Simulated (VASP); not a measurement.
# ZnS (P1) in VASP: single point with r2SCAN

Aim: the single point of ZnS with r2SCAN.

Everything below comes from runs of VASP 6.6.1. Logs are shortened: lines on timing, memory, paths and dates and some standing lists are left out, and cuts for length are marked.

### 1 The cell of the first run

The typed cell holds 4 atoms: a = 3.811 Å, b = 3.811 Å, c = 6.234 Å, α = 90.00°, β = 90.00°, γ = 120.00°.

### 2 Single point, r2SCAN (atom 3 (S) moved by (-0.150, -0.300) A along x and y)

POSCAR

```
ZnS
1.0
    3.8109987816      0.0000000000      0.0000000000
   -1.9054993908      3.3004217586      0.0000000000
    0.0000000000      0.0000000000      6.2340000000
Zn S
2 2
Direct
    0.3333333333      0.6666666667      0.0000000000
    0.6666666667      0.3333333333      0.5000000000
    0.2485248358      0.5757691930      0.3850000000
    0.6666666667      0.3333333333      0.8850000000
```

INCAR.step1

```
SYSTEM = ZnS
  ALGO = Normal
  EDIFF = 1E-4
  ENCUT = 520
  GGA = PE
  ISMEAR = 0
  LASPH = .TRUE.
  LCHARG = .FALSE.
  LREAL = .FALSE.
  LWAVE = .TRUE.
  NBANDS = 26
  NELM = 60
  PREC = Accurate
  SIGMA = 0.05
```

INCAR.step2

```
SYSTEM = ZnS
  ALGO = Normal
  EDIFF = 1E-6
  ENCUT = 520
  ISIF = 2
  ISMEAR = 0
  ISTART = 1
  LASPH = .TRUE.
  LCHARG = .FALSE.
  LMIXTAU = .TRUE.
  LREAL = .FALSE.
  LWAVE = .FALSE.
  METAGGA = R2SCAN
  NBANDS = 26
  NELM = 60
  PREC = Accurate
  SIGMA = 0.05
```

KPOINTS

```
k-points
0
G
  6 6 4
  0 0 0
```

Potentials or basis: VASP PAW PBE potentials, release 64 (Zn, S).

On the command line:

```sh
$ cat potpaw_PBE.64/Zn/POTCAR potpaw_PBE.64/S/POTCAR > POTCAR
$ cp INCAR.step1 INCAR
$ mpirun -np 1 vasp_std > vasp.out
$ cp INCAR.step2 INCAR
$ mpirun -np 1 vasp_std > vasp.out
```

OUTCAR:

```text
SYSTEM = ZnS
   EDIFF = 1E-6
   ENCUT = 520
   ISIF = 2
   ISMEAR = 0
   ISTART = 1
   LASPH = .TRUE.
   LREAL = .FALSE.
   METAGGA = R2SCAN
   NELM = 60
   PREC = Accurate

 ion  position               nearest neighbor table
   1  0.333  0.667  0.000-   4 2.31   4 2.31   4 2.31   3 2.42
   2  0.667  0.333  0.500-   3 2.06   3 2.32   4 2.40   3 2.61
   3  0.249  0.576  0.385-   2 2.06   2 2.32   1 2.42   2 2.61
   4  0.667  0.333  0.885-   1 2.31   1 2.31   1 2.31   2 2.40

  LATTYP: Found a hexagonal cell.
 ALAT       =     3.8109987816
 C/A-ratio  =     1.6357916539

  Lattice vectors:

 A1 = (   3.8109987816,   0.0000000000,   0.0000000000)
 A2 = (  -1.9054993908,   3.3004217586,   0.0000000000)
 A3 = (   0.0000000000,   0.0000000000,   6.2340000000)

Analysis of symmetry for initial positions (statically):
=====================================================================
 Subroutine PRICEL returns:
 Original cell was already a primitive cell.

 Routine SETGRP: Setting up the symmetry group for a
 hexagonal supercell.

 Subroutine GETGRP returns: Found  1 space group operations
 (whereof  1 operations were pure point group operations)
 out of a pool of 24 trial point group operations.

The static configuration has the point symmetry C_1 .

Analysis of symmetry for dynamics (positions and initial velocities):
=====================================================================
 Subroutine PRICEL returns:
 Original cell was already a primitive cell.

 Routine SETGRP: Setting up the symmetry group for a
 hexagonal supercell.

 Subroutine GETGRP returns: Found  1 space group operations
 (whereof  1 operations were pure point group operations)
 out of a pool of 24 trial point group operations.

The dynamic configuration has the point symmetry C_1 .

 Subroutine INISYM returns: Found  1 space group operations
 (whereof  1 operations are pure point group operations),
 and found     1 'primitive' translations

----------------------------------------------------------------------------------------

                                     Primitive cell

  volume of cell :      78.4106

  direct lattice vectors                    reciprocal lattice vectors
     3.810998782  0.000000000  0.000000000     0.262398405  0.151495789  0.000000000
    -1.905499391  3.300421759  0.000000000     0.000000000  0.302991579  0.000000000
     0.000000000  0.000000000  6.234000000     0.000000000  0.000000000  0.160410651

  length of vectors
     3.810998782  3.810998782  6.234000000     0.302991579  0.302991579  0.160410651

  position of ions in fractional coordinates (direct lattice)
     0.333333333  0.666666667  0.000000000
     0.666666667  0.333333333  0.500000000
     0.248524836  0.575769193  0.385000000
     0.666666667  0.333333333  0.885000000

  ion indices of the primitive-cell ions
   primitive index   ion index
                 1           1
                 2           2
                 3           3
                 4           4

----------------------------------------------------------------------------------------

 KPOINTS: k-points

Automatic generation of k-mesh.
 Grid dimensions read from file:
 generate k-points for:    6    6    4

 Generating k-lattice:

  Cartesian coordinates                     Fractional coordinates (reciprocal lattice)
     0.043733067  0.025249298  0.000000000     0.166666667  0.000000000  0.000000000
     0.000000000  0.050498596  0.000000000     0.000000000  0.166666667  0.000000000
     0.000000000  0.000000000  0.040102663     0.000000000  0.000000000  0.250000000

  Length of vectors
     0.050498596  0.050498596  0.040102663

  Shift w.r.t. Gamma in fractional coordinates (k-lattice)
     0.000000000  0.000000000  0.000000000

 Subroutine IBZKPT returns following result:
 ===========================================

 Found     76 irreducible k-points:

 Following reciprocal coordinates:
            Coordinates               Weight
  0.000000  0.000000  0.000000      1.000000
  0.166667  0.000000  0.000000      2.000000
  0.000000  0.166667  0.000000      2.000000
 -0.166667  0.166667  0.000000      2.000000
  0.333333  0.000000  0.000000      2.000000
  0.000000  0.333333  0.000000      2.000000
[... 16 lines left out ...]
  0.000000  0.166667  0.250000      2.000000
 -0.166667  0.166667  0.250000      2.000000
 [... further k-points ...]
   k-points           NKPTS =     76   k-points in BZ     NKDIM =     76   number of bands    NBANDS=     26
   number of dos      NEDOS =    301   number of ions     NIONS =      4
   total plane-waves  NPLWV =  37632
   dimension x,y,z NGX =    28 NGY =   28 NGZ =   48
   dimension x,y,z NGXF=    56 NGYF=   56 NGZF=   96
   ions per type =               2   2
   NGX,Y,Z   is equivalent  to a cutoff of  12.21, 12.21, 12.80 a.u.
   NGXF,Y,Z  is equivalent  to a cutoff of  24.43, 24.43, 25.60 a.u.
 SYSTEM =  ZnS
   PREC   = accura    normal or accurate (medium, high low for compatibility)
   ISTART =      1    job   : 0-new  1-cont  2-samecut
   ICHARG =      0    charge: 1-file 2-atom 10-const
   ISPIN  =      1    spin polarized calculation?
   LNONCOLLINEAR =      F non collinear calculations
   LSORBIT =      F    spin-orbit coupling
   LASPH  =      T    aspherical Exc in radial PAW
   ENCUT  =  520.0 eV  38.22 Ry    6.18 a.u.   7.09  7.09 11.59*2*pi/ulx,y,z
   NELM   =     60;   NELMIN=  2; NELMDL=  0     # of ELM steps
   EDIFF  = 0.1E-05   stopping-criterion for ELM
   LREAL  =      F    real-space projection
[... 7 lines left out ...]
   TEBEG  =    0.0;   TEEND  =   0.0 temperature during run
   PSTRESS=    0.0 pullay stress
   NELECT =      36.0000    total number of electrons
   NUPDOWN=      -1.0000    fix difference up-down
   EMIN   =  10.00;   EMAX   =-10.00  energy-range for DOS
   EFERMI =   0.00;   METHOD = LEGACY
   ISMEAR =     0;   SIGMA  =   0.05  broadening in eV -4-tet -1-fermi 0-gaus
   EFERMI_NEDOS =   21; number of points for ismear=-14 and -15
   IALGO  =     38    algorithm
   IMIX   =      4    mixing-type and parameters
     AMIX     =   0.40;   BMIX     =  1.00
     AMIX_MAG =   1.60;   BMIX_MAG =  1.00
  volume/ion in A,a.u.               =      19.60       132.29
  Fermi-wavevector in a.u.,A,eV,Ry     =   1.262944  2.386617 21.701656  1.595027
  Thomas-Fermi vector in A             =   2.396326
   LORBIT       =      0    0 simple, 1 ext, 2 COOP (PROOUT), +10 PAW based schemes
   METAGGA = R2SCAN    functional components
   LHFCALC =     F    Hartree Fock is set to
   AEXX    =    0.0000 exact exchange contribution
   IVDW    =     0    specifies the selected vdW correction
   LEPSILON=     F    determine dielectric tensor
   LRPA    =     F    only Hartree local field effects (RPA)
 non-spin polarized calculation
 Gauss-broadening in eV      SIGMA  =   0.05
  energy-cutoff  :      520.00
  volume of cell :       78.41
 maximum number of plane-waves:      2133
   NGX = 15   NGY = 15   NGZ = 23

 number of electron      35.9999976 magnetization

 Free energy of the ion-electron system (eV)
  ---------------------------------------------------
  ext. energy  EPLUGINS =         0.00000000
  ---------------------------------------------------
  free energy    TOTEN  =       -37.27201148 eV

  energy without entropy =      -37.27201148  energy(sigma->0) =      -37.27201148

 E-fermi :   2.2409     XC(G=0): -10.3007

 val. band max:        1.9586783756   @ k =   0.0000   0.0000   0.0000
 cond. band min:       4.6970471321   @ k =   0.0000   0.0000   0.0000
 fundamental gap:      2.7383687565
 Fermi energy:         2.2408656591

 k-point     1 :       0.0000    0.0000    0.0000
  band No.  band energies     occupation
      1     -11.9061      2.00000
      2     -10.9663      2.00000
      3      -4.9820      2.00000
      4      -4.7529      2.00000
      5      -4.6463      2.00000
      6      -4.6254      2.00000
[... 18 lines left out ...]
     25      10.8366      0.00000
     26      11.5491      0.00000

 k-point     2 :       0.1667    0.0000    0.0000
  band No.  band energies     occupation
      1     -11.7087      2.00000
      2     -10.8607      2.00000
      3      -4.9891      2.00000
      4      -4.6745      2.00000
      5      -4.6245      2.00000
      6      -4.5878      2.00000
[... 18 lines left out ...]
     25      10.7653      0.00000
     26      10.9905      0.00000

 k-point     3 :       0.0000    0.1667    0.0000
  band No.  band energies     occupation
      1     -11.7323      2.00000
      2     -10.8589      2.00000
      3      -4.9595      2.00000
      4      -4.7551      2.00000
      5      -4.6439      2.00000
      6      -4.5766      2.00000
[... 18 lines left out ...]
     25      10.4543      0.00000
     26      11.4210      0.00000

 k-point     4 :      -0.1667    0.1667    0.0000
  band No.  band energies     occupation
      1     -11.7165      2.00000
      2     -10.8576      2.00000
      3      -4.9851      2.00000
      4      -4.6890      2.00000
      5      -4.6286      2.00000
      6      -4.6025      2.00000
[... 18 lines left out ...]
     25      10.6471      0.00000
     26      11.3382      0.00000

 k-point     5 :       0.3333    0.0000    0.0000
  band No.  band energies     occupation
      1     -11.2240      2.00000
      2     -10.6822      2.00000
      3      -4.9231      2.00000
      4      -4.5990      2.00000
      5      -4.5379      2.00000
      6      -4.5107      2.00000
[... 18 lines left out ...]
     25      10.8594      0.00000
     26      12.5282      0.00000

 k-point     6 :       0.0000    0.3333    0.0000
  band No.  band energies     occupation
      1     -11.3335      2.00000
      2     -10.6455      2.00000
      3      -4.9103      2.00000
      4      -4.7578      2.00000
      5      -4.5968      2.00000
      6      -4.4786      2.00000
[... 427 lines left out ...]
 k-point    21 :       0.0000    0.0000    0.2500
  band No.  band energies     occupation
      1     -11.7875      2.00000
      2     -11.1237      2.00000
      3      -4.9850      2.00000
      4      -4.7612      2.00000
      5      -4.6514      2.00000
      6      -4.6303      2.00000
[... 18 lines left out ...]
     25      10.4644      0.00000
     26      10.9282      0.00000

 k-point    22 :       0.1667    0.0000    0.2500
  band No.  band energies     occupation
      1     -11.6040      2.00000
      2     -10.9928      2.00000
      3      -4.9854      2.00000
      4      -4.7108      2.00000
      5      -4.6362      2.00000
      6      -4.5873      2.00000
[... 18 lines left out ...]
     25      10.2473      0.00000
     26      11.0651      0.00000

 k-point    23 :       0.0000    0.1667    0.2500
  band No.  band energies     occupation
      1     -11.6252      2.00000
      2     -10.9960      2.00000
      3      -4.9597      2.00000
      4      -4.7715      2.00000
      5      -4.6596      2.00000
      6      -4.5852      2.00000
[... 18 lines left out ...]
     25      10.7328      0.00000
     26      11.1794      0.00000

 k-point    24 :      -0.1667    0.1667    0.2500
  band No.  band energies     occupation
      1     -11.6055      2.00000
      2     -10.9985      2.00000
      3      -4.9941      2.00000
      4      -4.6885      2.00000
      5      -4.6645      2.00000
      6      -4.5885      2.00000
[... 18 lines left out ...]
     25      10.6570      0.00000
     26      11.0305      0.00000

 [... further k-points ...]

------------------------ aborting loop because EDIFF is reached ----------------------------------------

  FORCE on cell =-STRESS in cart. coord.  units (eV):
  Direction    XX          YY          ZZ          XY          YZ          ZX
  --------------------------------------------------------------------------------------
  -------------------------------------------------------------------------------------
  Total        4.0198289     -0.2343392     -0.1022265      1.7172764     -0.8238348     -1.4340967
  in kB       82.1378058     -4.7882906     -2.0888114     35.0893835    -16.8335492    -29.3031277
  external PRESSURE =      25.0869013 kB  Pullay stress =       0.0000000 kB

 VOLUME and BASIS-vectors are now :
 -----------------------------------------------------------------------------
  energy-cutoff  :      520.00
  volume of cell :       78.41
      direct lattice vectors                 reciprocal lattice vectors
     3.810998782  0.000000000  0.000000000     0.262398405  0.151495789  0.000000000
    -1.905499391  3.300421759  0.000000000     0.000000000  0.302991579  0.000000000
     0.000000000  0.000000000  6.234000000     0.000000000  0.000000000  0.160410651

 POSITION                                       TOTAL-FORCE (eV/Angst)
 -----------------------------------------------------------------------------------
     -0.00000      2.20028      0.00000        -0.062651     -0.098436      0.369884
      1.90550      1.10014      3.11700        -2.236892     -1.509972      1.022180
     -0.15000      1.90028      2.40009         2.426871      1.760295     -1.106495
      1.90550      1.10014      5.51709        -0.127328     -0.151887     -0.285570
 -----------------------------------------------------------------------------------
    total drift:                                0.014828     -0.004005      0.001370

  FREE ENERGIE OF THE ION-ELECTRON SYSTEM (eV)
  ---------------------------------------------------
  free  energy   TOTEN  =       -37.2720114805 eV

  energy  without entropy=      -37.2720114805  energy(sigma->0) =      -37.27201148
```

It took 4.1 min on 1 thread of Intel Xeon Platinum 8488C (Sapphire Rapids), shared host; peak memory 0.28 GiB.

What came out:

- Free energy: -37.2720 eV
- Pressure: 2.5 GPa
- Largest force: 3.196 eV/Å
- Band gap on the k mesh: 2.74 eV

Forces in eV/Å, atoms in the order of the input:
```
Zn  -0.063 -0.098  0.370
Zn  -2.237 -1.510  1.022
S    2.427  1.760 -1.106
S   -0.127 -0.152 -0.286
```

Caveat: the cell differs from its parent crystal (atom 3 (S) moved by (-0.150, -0.300) A along x and y); the stress differs along the axes, from -0 to 8 GPa; the PAW data sets were made with another functional, which shifts forces and pressure a little.
